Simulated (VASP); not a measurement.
# CoO (Fm-3m) in VASP: notebook

CoO is run at these levels: BLYP+U; tasks: single point.

Everything below comes from runs of VASP 6.6.1. Logs are shortened: lines on timing, memory, paths and dates and some standing lists are left out, and cuts for length are marked.

## (1) The cell of the first run

The structure is cubic, space group Fm-3m (No. 225). Conventional cell: a = 4.383 Å, b = 4.383 Å, c = 4.383 Å, α = 90.00°, β = 90.00°, γ = 90.00°. Co (site symmetry m-3m) has 6 O at 2.19 Å within 2.9 Å. O (site symmetry m-3m) has 6 Co at 2.19 Å within 2.9 Å.

## (2) Single point, BLYP+U, collinear spin, ferromagnetic start (10.52 Å³/atom)

INCAR

```
SYSTEM = CoO
  PREC = Accurate
  ENCUT = 520
  EDIFF = 1E-7
  ISMEAR = 0
  SIGMA = 0.05
  LREAL = .False.
  LASPH = .True.
  NELM = 150
  ALGO = Normal
  ISIF = 2
  LWAVE = .False.
  LCHARG = .False.
  ISPIN = 2
  MAGMOM = 2.88 0.26
  LORBIT = 11
  LMAXMIX = 4
  LDAU = .True.
  LDAUTYPE = 2
  LDAUL = 2 -1
  LDAUU = 3.3 0
  LDAUJ = 0 0
  LDAUPRINT = 1
  GGA = B5
  ALDAX = 1.0
  AGGAX = 1.0
  AGGAC = 1.0
  ALDAC = 0.0
  NBANDS = 18
```

KPOINTS

```
regular mesh
0
Gamma
  10 10 10
  0 0 0
```

POSCAR

```
CoO
1.0
    0.0000000000      2.1913515351      2.1913515351
    2.1913515351      0.0000000000      2.1913515351
    2.1913515351      2.1913515351      0.0000000000
Co O
1 1
Direct
    0.0000000000      0.0000000000      0.0000000000
    0.5000000000      0.5000000000      0.5000000000
```

Potentials or basis: VASP PAW PBE potentials, release 64 (Co, O).

Run with:

```bash
> cat potpaw_PBE.64/Co/POTCAR potpaw_PBE.64/O/POTCAR > POTCAR
> mpirun -np 1 vasp_std > vasp.out
```

OUTCAR:

```text
SYSTEM = CoO
   PREC = Accurate
   ENCUT = 520
   EDIFF = 1E-7
   ISMEAR = 0
   LREAL = .False.
   LASPH = .True.
   NELM = 150
   ISIF = 2
   ISPIN = 2
   LORBIT = 11
   GGA = B5

 ion  position               nearest neighbor table
   1  0.000  0.000  0.000-   2 2.19   2 2.19   2 2.19   2 2.19   2 2.19   2 2.19
   2  0.500  0.500  0.500-   1 2.19   1 2.19   1 2.19   1 2.19   1 2.19   1 2.19

  LATTYP: Found a face centered cubic cell.
 ALAT       =     4.3827030702

  Lattice vectors:

 A1 = (   0.0000000000,   2.1913515351,   2.1913515351)
 A2 = (   2.1913515351,   0.0000000000,   2.1913515351)
 A3 = (   2.1913515351,   2.1913515351,   0.0000000000)

Analysis of symmetry for initial positions (statically):
=====================================================================
 Subroutine PRICEL returns:
 Original cell was already a primitive cell.

 Routine SETGRP: Setting up the symmetry group for a
 face centered cubic supercell.

 Subroutine GETGRP returns: Found 48 space group operations
 (whereof 48 operations were pure point group operations)
 out of a pool of 48 trial point group operations.

The static configuration has the point symmetry O_h .

Analysis of symmetry for dynamics (positions and initial velocities):
=====================================================================
 Subroutine PRICEL returns:
 Original cell was already a primitive cell.

 Routine SETGRP: Setting up the symmetry group for a
 face centered cubic supercell.

 Subroutine GETGRP returns: Found 48 space group operations
 (whereof 48 operations were pure point group operations)
 out of a pool of 48 trial point group operations.

The dynamic configuration has the point symmetry O_h .

Analysis of structural, dynamic, and magnetic symmetry:
=====================================================================
 Subroutine PRICEL returns:
 Original cell was already a primitive cell.

 Routine SETGRP: Setting up the symmetry group for a
 face centered cubic supercell.

 Subroutine GETGRP returns: Found 48 space group operations
 (whereof 48 operations were pure point group operations)
 out of a pool of 48 trial point group operations.

The overall configuration has the point symmetry O_h .

 Subroutine INISYM returns: Found 48 space group operations
 (whereof 48 operations are pure point group operations),
 and found     1 'primitive' translations

----------------------------------------------------------------------------------------

                                     Primitive cell

  volume of cell :      21.0458

  direct lattice vectors                    reciprocal lattice vectors
     0.000000000  2.191351535  2.191351535    -0.228169690  0.228169690  0.228169690
     2.191351535  0.000000000  2.191351535     0.228169690 -0.228169690  0.228169690
     2.191351535  2.191351535  0.000000000     0.228169690  0.228169690 -0.228169690

  length of vectors
     3.099039061  3.099039061  3.099039061     0.395201495  0.395201495  0.395201495

  position of ions in fractional coordinates (direct lattice)
     0.000000000  0.000000000  0.000000000
     0.500000000  0.500000000  0.500000000

  ion indices of the primitive-cell ions
   primitive index   ion index
                 1           1
                 2           2

----------------------------------------------------------------------------------------

 KPOINTS: regular mesh

Automatic generation of k-mesh.
 Grid dimensions read from file:
 generate k-points for:   10   10   10

 Generating k-lattice:

  Cartesian coordinates                     Fractional coordinates (reciprocal lattice)
[... 63 lines left out ...]
   NSW    =      0    number of steps for IOM
   IBRION =     -1    ionic relax: 0-MD 1-quasi-New 2-CG
   NFREE  =      0    steps in history (QN), initial steepest desc. (CG)
   ISIF   =      2    stress and relaxation
   ISYM   =      2    0-nonsym 1-usesym 2-fastsym
   POTIM  = 0.5000    time-step for ionic-motion
   TEBEG  =    0.0;   TEEND  =   0.0 temperature during run
   PSTRESS=    0.0 pullay stress
   NELECT =      15.0000    total number of electrons
   NUPDOWN=      -1.0000    fix difference up-down
   EMIN   =  10.00;   EMAX   =-10.00  energy-range for DOS
   EFERMI =   0.00;   METHOD = LEGACY
   ISMEAR =     0;   SIGMA  =   0.05  broadening in eV -4-tet -1-fermi 0-gaus
   EFERMI_NEDOS =   21; number of points for ismear=-14 and -15
   IALGO  =     38    algorithm
   IMIX   =      4    mixing-type and parameters
     AMIX     =   0.40;   BMIX     =  1.00
     AMIX_MAG =   1.60;   BMIX_MAG =  1.00
  volume/ion in A,a.u.               =      10.52        71.01
  Fermi-wavevector in a.u.,A,eV,Ry     =   1.462345  2.763431 29.095421  2.138453
  Thomas-Fermi vector in A             =   2.578569
   LORBIT       =     11    0 simple, 1 ext, 2 COOP (PROOUT), +10 PAW based schemes
 LDA+U is selected, type is set to LDAUTYPE =  2
   angular momentum for each species LDAUL =     2   -1
   U (eV)           for each species LDAUU =   3.3  0.0
   J (eV)           for each species LDAUJ =   0.0  0.0
   GGA     = B5    functional components
   LHFCALC =     F    Hartree Fock is set to
   AEXX    =    0.0000 exact exchange contribution
   IVDW    =     0    specifies the selected vdW correction
   LEPSILON=     F    determine dielectric tensor
   LRPA    =     F    only Hartree local field effects (RPA)
 spin polarized calculation
 Gauss-broadening in eV      SIGMA  =   0.05
  energy-cutoff  :      520.00
  volume of cell :       21.05
 maximum number of plane-waves:       588
   NGX = 11   NGY = 11   NGZ = 11

atom =   1  type =  1  l = 2

 onsite density matrix

spin component  1

  0.9681 -0.0000  0.0000 -0.0000  0.0000
 -0.0000  0.9681  0.0000 -0.0000 -0.0000
  0.0000  0.0000  1.0031 -0.0000  0.0000
 -0.0000 -0.0000 -0.0000  0.9681  0.0000
  0.0000 -0.0000  0.0000  0.0000  1.0031

spin component  2

  0.6599  0.0000  0.0000  0.0000 -0.0000
  0.0000  0.6599  0.0000  0.0000 -0.0000
  0.0000  0.0000  0.1252 -0.0000 -0.0000
  0.0000  0.0000 -0.0000  0.6599  0.0000
 -0.0000 -0.0000 -0.0000  0.0000  0.1252

 occupancies and eigenvectors

  o =  0.1252  v =  0.0000  0.0000  0.0000  0.0000  0.0000  0.0000 -0.0000 -0.0042  0.0000 -1.0000      0.0000  0.0000  0.0000  0.0000  0.0000  0.0000  0.0000  0.0000  0.0000  0.0000
  o =  0.1252  v =  0.0000  0.0000  0.0000  0.0000  0.0000  0.0000  0.0000 -1.0000 -0.0000  0.0042      0.0000  0.0000  0.0000  0.0000  0.0000  0.0000  0.0000  0.0000  0.0000  0.0000
  o =  0.6599  v =  0.0000  0.0000  0.0000  0.0000  0.0000  0.0000 -0.9344  0.0000 -0.3563  0.0000      0.0000  0.0000  0.0000  0.0000  0.0000  0.0000  0.0000  0.0000  0.0000  0.0000
  o =  0.6599  v =  0.0000  0.0000  0.0000  0.0000  0.0000  0.0000 -0.3563 -0.0000  0.9344  0.0000      0.0000  0.0000  0.0000  0.0000  0.0000  0.0000  0.0000  0.0000  0.0000  0.0000
  o =  0.6599  v =  0.0000  0.0000  0.0000  0.0000  0.0000  1.0000  0.0000  0.0000  0.0000  0.0000      0.0000  0.0000  0.0000  0.0000  0.0000  0.0000  0.0000  0.0000  0.0000  0.0000
  o =  0.9681  v =  1.0000  0.0000  0.0000  0.0000  0.0000  0.0000  0.0000  0.0000  0.0000  0.0000      0.0000  0.0000  0.0000  0.0000  0.0000  0.0000  0.0000  0.0000  0.0000  0.0000
  o =  0.9681  v =  0.0000  0.2373  0.0000  0.9714  0.0000  0.0000  0.0000  0.0000  0.0000  0.0000      0.0000  0.0000  0.0000  0.0000  0.0000  0.0000  0.0000  0.0000  0.0000  0.0000
  o =  0.9681  v =  0.0000 -0.9714 -0.0000  0.2373  0.0000  0.0000  0.0000  0.0000  0.0000  0.0000      0.0000  0.0000  0.0000  0.0000  0.0000  0.0000  0.0000  0.0000  0.0000  0.0000
  o =  1.0031  v =  0.0000  0.0000 -0.9858  0.0000 -0.1681  0.0000  0.0000  0.0000  0.0000  0.0000      0.0000  0.0000  0.0000  0.0000  0.0000  0.0000  0.0000  0.0000  0.0000  0.0000
  o =  1.0031  v =  0.0000  0.0000 -0.1681 -0.0000  0.9858  0.0000  0.0000  0.0000  0.0000  0.0000      0.0000  0.0000  0.0000  0.0000  0.0000  0.0000  0.0000  0.0000  0.0000  0.0000

 number of electron      14.9999989 magnetization       3.0001872

 Free energy of the ion-electron system (eV)
  ---------------------------------------------------
  ext. energy  EPLUGINS =         0.00000000
  ---------------------------------------------------
  free energy    TOTEN  =       -10.34274953 eV

  energy without entropy =      -10.33497800  energy(sigma->0) =      -10.33886377

 E-fermi :   6.4704     XC(G=0): -11.3517

 val. band max:        6.4689032011   @ k =  -0.4000   0.5000   0.1000
 cond. band min:       6.4731069951   @ k =  -0.2000   0.3000   0.1000
 fundamental gap:      0.0042037940
 Fermi energy:         6.4704160406

 spin component 1

 k-point     1 :       0.0000    0.0000    0.0000
  band No.  band energies     occupation
      1     -12.1064      1.00000
      2       2.1649      1.00000
      3       2.1650      1.00000
      4       2.5783      1.00000
      5       2.5783      1.00000
      6       2.5783      1.00000
[... 1001 lines left out ...]
     17      36.0669      0.00000
     18      37.2531      0.00000

 [... further k-points ...]

------------------------ aborting loop because EDIFF is reached ----------------------------------------

  FORCE on cell =-STRESS in cart. coord.  units (eV):
  Direction    XX          YY          ZZ          XY          YZ          ZX
  --------------------------------------------------------------------------------------
  -------------------------------------------------------------------------------------
  Total       -1.0221071     -1.0221071     -1.0221071      0.0000000      0.0000000      0.0000000
  in kB      -77.8109705    -77.8109705    -77.8109705      0.0000000      0.0000000      0.0000000
  external PRESSURE =     -77.8109705 kB  Pullay stress =       0.0000000 kB

 VOLUME and BASIS-vectors are now :
 -----------------------------------------------------------------------------
  energy-cutoff  :      520.00
  volume of cell :       21.05
      direct lattice vectors                 reciprocal lattice vectors
     0.000000000  2.191351535  2.191351535    -0.228169690  0.228169690  0.228169690
     2.191351535  0.000000000  2.191351535     0.228169690 -0.228169690  0.228169690
     2.191351535  2.191351535  0.000000000     0.228169690  0.228169690 -0.228169690

 POSITION                                       TOTAL-FORCE (eV/Angst)
 -----------------------------------------------------------------------------------
      0.00000      0.00000      0.00000        -0.000000     -0.000000     -0.000000
      2.19135      2.19135      2.19135         0.000000      0.000000      0.000000
 -----------------------------------------------------------------------------------
    total drift:                                0.000000     -0.000000     -0.000000

  FREE ENERGIE OF THE ION-ELECTRON SYSTEM (eV)
  ---------------------------------------------------
  free  energy   TOTEN  =       -10.3427495335 eV

  energy  without entropy=      -10.3349780044  energy(sigma->0) =      -10.33886377

 total charge

# of ion       s       p       d       tot
------------------------------------------
    1        0.270   0.301   7.119   7.691
    2        1.546   3.423   0.000   4.969
--------------------------------------------------
tot          1.816   3.724   7.119  12.660

 magnetization (x)

# of ion       s       p       d       tot
------------------------------------------
    1        0.018   0.014   2.679   2.711
    2        0.022   0.245   0.000   0.266
--------------------------------------------------
tot          0.040   0.259   2.679   2.977
```

Wall time 71 s (1 thread of Intel Xeon 8259CL, shared host); peak memory 0.17 GiB.

What came out:

```
Free energy                                           : -10.3427 eV
Pressure                                              : -7.8 GPa
Band gap on the k mesh                                : zero (filled and empty bands overlap)
Net moment                                            : 3.00 μB per cell
Site moments                                          : Co +2.71; O +0.27 μB
Valence electrons inside the program's atomic spheres : Co 7.69; O 4.97
```

Eigenvalues of the final occupation matrices:
| site | spin | trace | eigenvalues |
| --- | --- | --- | --- |
| site 1 d | 1 | 4.91 | 0.97 0.97 0.97 1.00 1.00 |
| site 1 d | 2 | 2.23 | 0.13 0.13 0.66 0.66 0.66 |

Caveat: the cell stands under tension; the PAW data sets were made with another functional, which shifts forces and pressure a little; a cell with one magnetic atom can't hold antiferromagnetic order, which such compounds often take. The state reached can hang on the start; a lower one may exist.

## (3) Single point, BLYP+U, collinear spin, ferromagnetic start (10.69 Å³/atom)

This run uses another cell than the first one, of 10.69 Å³/atom.

INCAR

```
SYSTEM = CoO
AGGAC    = 1.0          
AGGAX    = 1.0          
ALDAC    = 0.0          
ALDAX    = 1.0          
ALGO     = Normal         ! electronic algorithm
EDIFF    = 1E-6           ! SCF threshold, eV
ENCUT    = 520            ! plane-wave cutoff, eV
GGA      = B5             ! functional
ISIF     = 2              ! what is computed and relaxed
ISMEAR   = 0              ! smearing method
ISPIN    = 2              ! spin polarisation
LASPH    = .True.         ! aspherical terms in the spheres
LCHARG   = .False.        ! write CHGCAR
LDAU     = .True.         ! DFT+U
LDAUJ    = 0 0          
LDAUL    = 2 -1           ! shell
LDAUPRINT= 1            
LDAUTYPE = 2            
LDAUU    = 3.3 0          ! U, eV
LMAXMIX  = 4              ! l up to which the mixer works
LORBIT   = 11             ! projections on sites
LREAL    = .False.        ! projectors in reciprocal space
LWAVE    = .False.        ! write WAVECAR
MAGMOM   = 2.89 0.25      ! initial moments
NBANDS   = 18             ! bands
NELM     = 150            ! most SCF steps
PREC     = Accurate       ! precision mode
SIGMA    = 0.05           ! smearing width, eV
```

KPOINTS

```
k-points
0
Gamma
  10 10 10
  0 0 0
```

POSCAR

```
CoO
1.0
    0.0000000000      2.2025483011      2.2025483011
    2.2025483011      0.0000000000      2.2025483011
    2.2025483011      2.2025483011      0.0000000000
Co O
1 1
Direct
    0.0000000000      0.0000000000      0.0000000000
    0.5000000000      0.5000000000      0.5000000000
```

Potentials or basis: VASP PAW PBE potentials, release 64 (Co, O).

Run with:

```bash
> cat potpaw_PBE.64/Co/POTCAR potpaw_PBE.64/O/POTCAR > POTCAR
> mpirun -np 1 vasp_std > vasp.out
```

Run time: 60 s. Hardware: 1 thread of Intel Xeon 8259CL, shared host; peak memory 0.17 GiB.

Results (log left out):

```
Free energy                                           : -10.3254 eV
Pressure                                              : -9.6 GPa
Band gap on the k mesh                                : zero (filled and empty bands overlap)
Net moment                                            : 3.00 μB per cell
Site moments                                          : Co +2.71; O +0.27 μB
Valence electrons inside the program's atomic spheres : Co 7.67; O 4.96
```

Levels at points of the mesh, in eV from the Fermi level:
Spin up:
```
           k point  band 6  band 7  band 8  band 9  band 10  band 11  band 12  band 13
(0.00, 0.00, 0.00)   -3.86   -1.94   -1.94   -1.94     1.46    17.52    17.52    17.52
(0.50, 0.00, 0.00)   -3.37   -2.52   -0.15   -0.15     5.90     9.17    13.57    13.57
(0.50, 0.50, 0.00)   -3.14   -3.14   -3.01   -3.01     5.90    10.20    11.67    15.45
```
Spin down:
| k point | band 2 | band 3 | band 4 | band 5 | band 6 | band 7 | band 8 | band 9 | band 10 | band 11 |
| --- | --- | --- | --- | --- | --- | --- | --- | --- | --- | --- |
| (0.00, 0.00, 0.00) | -1.45 | -1.45 | -1.45 | -0.94 | -0.94 | -0.94 | 1.95 | 1.95 | 1.95 | 17.80 |
| (0.50, 0.00, 0.00) | -6.00 | -3.04 | -3.04 | -0.08 | -0.08 | 0.18 | 3.98 | 3.98 | 6.16 | 9.92 |
| (0.50, 0.50, 0.00) | -4.80 | -2.56 | -2.56 | -1.74 | 0.01 | 0.01 | 2.36 | 2.61 | 6.70 | 10.61 |

Eigenvalues of the final occupation matrices:
```csv
site,spin,trace,eigenvalues
site 1 d,1,4.91,0.97 0.97 0.97 1.00 1.00
site 1 d,2,2.23,0.12 0.12 0.66 0.66 0.66
```

Caveat: the cell stands under tension; the PAW data sets were made with another functional, which shifts forces and pressure a little; a cell with one magnetic atom can't hold antiferromagnetic order, which such compounds often take. The state reached can hang on the start; a lower one may exist.

## (4) Single point, BLYP+U, collinear spin, ferromagnetic start (10.73 Å³/atom)

This run uses another cell than the first one, of 10.73 Å³/atom.

INCAR

```
  AGGAC = 1.0
  AGGAX = 1.0
  ALDAC = 0.0
  ALDAX = 1.0
  ALGO = Normal
  EDIFF = 1E-6
  ENCUT = 520
  GGA = B5
  ISIF = 2
  ISMEAR = 0
  ISPIN = 2
  LASPH = T
  LCHARG = T
  LDAU = T
  LDAUJ = 0 0
  LDAUL = 2 -1
  LDAUPRINT = 1
  LDAUTYPE = 2
  LDAUU = 3.3 0
  LELF = T
  LMAXMIX = 4
  LORBIT = 11
  LREAL = F
  LVHAR = T
  LWAVE = F
  MAGMOM = 2.89 0.25
  NBANDS = 18
  NELM = 150
  PREC = Accurate
  SIGMA = 0.05
```

KPOINTS

```
k-points
0
Gamma
  10 10 10
```

POSCAR

```
CoO
1.0
    0.0000000000      2.2058642199      2.2058642199
    2.2058642199      0.0000000000      2.2058642199
    2.2058642199      2.2058642199      0.0000000000
Co O
1 1
Direct
    0.0000000000      0.0000000000      0.0000000000
    0.5000000000      0.5000000000      0.5000000000
```

Run with:

```bash
> cat potpaw_PBE.64/Co/POTCAR potpaw_PBE.64/O/POTCAR > POTCAR
> mpirun -np 1 vasp_std > vasp.out
```

Run time: 59 s. Hardware: 1 thread of Intel Xeon 8259CL, shared host; peak memory 0.17 GiB.

Results (log left out):

- Free energy: -10.3194 eV
- Pressure: -10.2 GPa
- Band gap on the k mesh: zero (filled and empty bands overlap)
- Net moment: 3.00 μB per cell
- Site moments: Co +2.71; O +0.27 μB
- Valence electrons inside the program's atomic spheres: Co 7.67; O 4.96

Levels at points of the mesh, in eV from the Fermi level:
Spin up:
```csv
k point,band 7,band 8,band 9,band 10,band 11,band 12
"(0.00, 0.00, 0.00)",-1.92,-1.92,-1.92,1.45,17.49,17.49
"(0.50, 0.00, 0.00)",-2.52,-0.15,-0.15,5.90,9.14,13.54
"(0.50, 0.50, 0.00)",-3.14,-2.98,-2.98,5.87,10.17,11.66
```
Spin down:
```
           k point  band 3  band 4  band 5  band 6  band 7  band 8  band 9  band 10
(0.00, 0.00, 0.00)   -1.43   -1.43   -0.93   -0.93   -0.93    1.93    1.96     1.96
(0.50, 0.00, 0.00)   -3.01   -3.01   -0.08   -0.08    0.18    3.97    3.97     6.15
(0.50, 0.50, 0.00)   -2.54   -2.54   -1.73    0.01    0.01    2.37    2.61     6.68
```

Eigenvalues of the final occupation matrices:
| site | spin | trace | eigenvalues |
| --- | --- | --- | --- |
| site 1 d | 1 | 4.91 | 0.97 0.97 0.97 1.00 1.00 |
| site 1 d | 2 | 2.23 | 0.12 0.12 0.66 0.66 0.66 |

Caveat: the cell stands under tension; the PAW data sets were made with another functional, which shifts forces and pressure a little; a cell with one magnetic atom can't hold antiferromagnetic order, which such compounds often take. The state reached can hang on the start; a lower one may exist.

## (5) Overview

| cell | gap on the mesh (eV) | pressure (GPa) | moment (μB) |
| --- | --- | --- | --- |
| a = 3.099 Å, angles 60.0°, 2 atoms | none | -7.8 | 3.00 |
| a = 3.115 Å, angles 60.0°, 2 atoms | none | -9.6 | 3.00 |
| a = 3.120 Å, angles 60.0°, 2 atoms | none | -10.2 | 3.00 |

Alike in all rows: task single point; level BLYP+U; potentials or basis VASP PAW PBE potentials, release 64 (Co, O); spin collinear, ferromagnetic start; Co d U = 3.3 eV; k mesh 10 × 10 × 10; cutoff (eV) 520; smearing gaussian 0.05 eV.

Caveats: the cell stands under tension; the PAW data sets were made with another functional, which shifts forces and pressure a little; a cell with one magnetic atom can't hold antiferromagnetic order, which such compounds often take.

Total energies depend on the potentials used, so only differences within one code and one set of settings carry meaning.
